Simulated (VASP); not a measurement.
# SiC (Cm) in VASP: further runs, part 2 of 2

VASP 6.6.1. Earlier steps stand in the parts before.

**3. Single point, PBE**

INCAR reads:

```
PREC = Accurate
ENCUT = 520
EDIFF = 1E-6
ISMEAR = 0
SIGMA = 0.05
LREAL = F
LASPH = T
NELM = 60
ALGO = Normal
ISIF = 2
LWAVE = F
LCHARG = T
GGA = PE
LELF = T
LVHAR = T
NBANDS = 36
```

KPOINTS reads:

```
Automatic mesh
0
Gamma
  10 10 2
```

POSCAR reads:

```
SiC
1.0
    2.1740000000     -2.1740000000      0.0000000000
    2.1740000000      0.0000000000     -2.1740000000
   12.6818116000      6.7030942000      6.7030942000
Si C
6 6
Direct
    0.6094034733      0.6094034733      0.0624666667
   -0.8211798600     -0.8211798600      0.8958000000
    0.1232868067      0.1232868067      0.2291333333
    0.1510534733      0.1510534733      0.5624666667
   -0.3628298600     -0.3628298600      0.3958000000
   -0.3350631933     -0.3350631933      0.7291333333
    0.2656409733      0.2656409733      0.4374666667
    0.7517576400      0.7517576400      0.2708000000
   -0.2204756933     -0.2204756933      0.6041333333
   -0.1927090267     -0.1927090267      0.9374666667
   -0.7065923600     -0.7065923600      0.7708000000
    0.2378743067      0.2378743067      0.1041333333
```

Potentials or basis: VASP PAW PBE potentials, release 64 (Si, C).

Command:

```sh
$ cat potpaw_PBE.64/Si/POTCAR potpaw_PBE.64/C/POTCAR > POTCAR
$ mpirun -np 1 vasp_std > vasp.out
```

OUTCAR:

```text
PREC = Accurate
   ENCUT = 520
   EDIFF = 1E-6
   ISMEAR = 0
   LREAL = F
   LASPH = T
   NELM = 60
   ISIF = 2
   GGA = PE

 ion  position               nearest neighbor table
   1  0.609  0.609  0.062-  12 1.88  12 1.88  12 1.88  10 1.93   2 2.98   2 2.98   3 3.07   3 3.07
                             3 3.07
   2  0.179  0.179  0.896-  11 1.88  10 1.88  10 1.88  10 1.88   1 2.98   1 2.98   6 3.07   6 3.07
                             6 3.07
   3  0.123  0.123  0.229-  12 1.88   8 1.88   8 1.88   8 1.88   1 3.07   1 3.07   1 3.07   5 3.07
                             5 3.07   5 3.07
   4  0.151  0.151  0.562-   9 1.88   9 1.88   9 1.88   7 1.88   6 3.07   6 3.07   6 3.07   5 3.07
                             5 3.07   5 3.07
   5  0.637  0.637  0.396-   8 1.88   7 1.88   7 1.88   7 1.88   4 3.07   4 3.07   3 3.07   3 3.07
                             4 3.07   3 3.07
   6  0.665  0.665  0.729-   9 1.88  11 1.88  11 1.88  11 1.88   4 3.07   4 3.07   4 3.07   2 3.07
                             2 3.07   2 3.07
   7  0.266  0.266  0.437-   4 1.88   5 1.88   5 1.88   5 1.88
   8  0.752  0.752  0.271-   5 1.88   3 1.88   3 1.88   3 1.88
[... 1154 lines left out ...]
 [... further k-points ...]

------------------------ aborting loop because EDIFF is reached ----------------------------------------

  FORCE on cell =-STRESS in cart. coord.  units (eV):
  Direction    XX          YY          ZZ          XY          YZ          ZX
  --------------------------------------------------------------------------------------
  -------------------------------------------------------------------------------------
  Total        5.3843113      2.4416460      2.4416460      1.1305210     -2.0878900      1.1305210
  in kB       69.9650063     31.7273216     31.7273216     14.6902557    -27.1305331     14.6902561
  external PRESSURE =      44.4732165 kB  Pullay stress =       0.0000000 kB

 VOLUME and BASIS-vectors are now :
 -----------------------------------------------------------------------------
  energy-cutoff  :      520.00
  volume of cell :      123.30
      direct lattice vectors                 reciprocal lattice vectors
     2.174000000 -2.174000000  0.000000000     0.118188439 -0.341793162  0.118188439
     2.174000000  0.000000000 -2.174000000     0.118188439  0.118188439 -0.341793162
    12.681811600  6.703094200  6.703094200     0.038331800  0.038331800  0.038331800

 POSITION                                       TOTAL-FORCE (eV/Angst)
 -----------------------------------------------------------------------------------
      3.44188     -0.90612     -0.90612         0.747247     -0.667035     -0.667035
     12.13788      5.61588      5.61588        -0.001631     -0.053405     -0.053405
      3.44188      1.26788      1.26788         0.086013      0.000570      0.000570
      7.78988      3.44188      3.44188         0.017666      0.012201      0.012201
      7.78988      1.26788      1.26788         0.026599      0.008389      0.008389
     12.13788      3.44188      3.44188         0.031064      0.006119      0.006119
      6.70288      2.35488      2.35488        -0.015668     -0.013146     -0.013146
      6.70288      0.18088      0.18088         0.004340     -0.020270     -0.020270
     11.05088      2.35488      2.35488        -0.030287     -0.006916     -0.006916
     15.39888      4.52888      4.52888        -0.711326      0.622673      0.622673
     11.05088      4.52888      4.52888        -0.136364      0.036965      0.036965
      2.35488      0.18088      0.18088        -0.017653      0.073855      0.073855
 -----------------------------------------------------------------------------------
    total drift:                               -0.000185      0.000068      0.000068

  FREE ENERGIE OF THE ION-ELECTRON SYSTEM (eV)
  ---------------------------------------------------
  free  energy   TOTEN  =       -90.0474845100 eV

  energy  without entropy=      -90.0474845100  energy(sigma->0) =      -90.04748451
```

Wall time 7.4 min (1 thread of Intel Xeon 8259CL, shared host); peak memory 0.37 GiB.

Results:

```yaml
Free_energy: -90.0475 eV
Pressure: 4.4 GPa
Largest_force: 1.203 eV/Å
Band_gap_on_the_k_mesh: 1.03 eV (least direct gap 1.96 eV)
```

Forces on the atoms (eV/Å):
```
Si   0.747 -0.667 -0.667
Si  -0.002 -0.053 -0.053
Si   0.086  0.001  0.001
Si   0.018  0.012  0.012
Si   0.027  0.008  0.008
Si   0.031  0.006  0.006
C   -0.016 -0.013 -0.013
C    0.004 -0.020 -0.020
C   -0.030 -0.007 -0.007
C   -0.711  0.623  0.623
C   -0.136  0.037  0.037
C   -0.018  0.074  0.074
```

Stress tensor (GPa, compression positive):
```
 7.00  1.47  1.47
 1.47  3.17 -2.71
 1.47 -2.71  3.17
```

Caveat: the cell stands under pressure; forces of over 1 eV/Å act on the atoms, so gaps and moduli don't describe the material at rest. A k mesh can miss the band edges.
